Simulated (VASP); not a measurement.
Input of a VASP 6.6.1 run:

Contents of INCAR:

```
SYSTEM = Bi3O
PREC     = Accurate       ! precision mode
ENCUT    = 520            ! plane-wave cutoff, eV
EDIFF    = 1E-6           ! SCF threshold, eV
ISMEAR   = 0              ! smearing method
SIGMA    = 0.1            ! smearing width, eV
LREAL    = .FALSE.        ! projectors in reciprocal space
LASPH    = .TRUE.         ! aspherical terms in the spheres
NELM     = 100            ! most SCF steps
ALGO     = Normal         ! electronic algorithm
ISIF     = 2              ! what is computed and relaxed
LWAVE    = .FALSE.        ! write WAVECAR
LCHARG   = .TRUE.         ! write CHGCAR
GGA      = PE             ! functional
LELF     = .TRUE.         ! ELF
LVHAR    = .TRUE.       
NBANDS   = 34             ! bands
```

Contents of KPOINTS:

```
Automatic mesh
0
G
  4 4 4
  0 0 0
```

POSCAR

```
Bi3O
1.0
    0.0000000000      3.6979769800      3.6979769800
    3.6979769800      0.0000000000      3.6979769800
    3.6979769800      3.6979769800      0.0000000000
Bi O
3 1
Direct
    0.0000000000      0.0000000000      0.0000000000
    0.2500000000      0.2500000000      0.2500000000
    0.7500000000      0.7500000000      0.7500000000
    0.5000000000      0.5000000000      0.5000000000
```

Potentials or basis: VASP PAW PBE potentials, release 64 (Bi_d, O).

Launch:

```sh
$ cat potpaw_PBE.64/Bi_d/POTCAR potpaw_PBE.64/O/POTCAR > POTCAR
$ mpirun -np 1 vasp_std > vasp.out
```

**Question.** Estimate the pressure.

**Answer.** -1.5 GPa.

**Question.** Predict the band gap on the k mesh.

**Answer.** Zero (an odd number of electrons rules out a gap without spin polarisation).

Caveat: the k points lie up to 0.37 Å⁻¹ apart, too coarse for converged energies and pressures of a metal; spin-orbit coupling is left out, which moves the levels of the heavy elements.
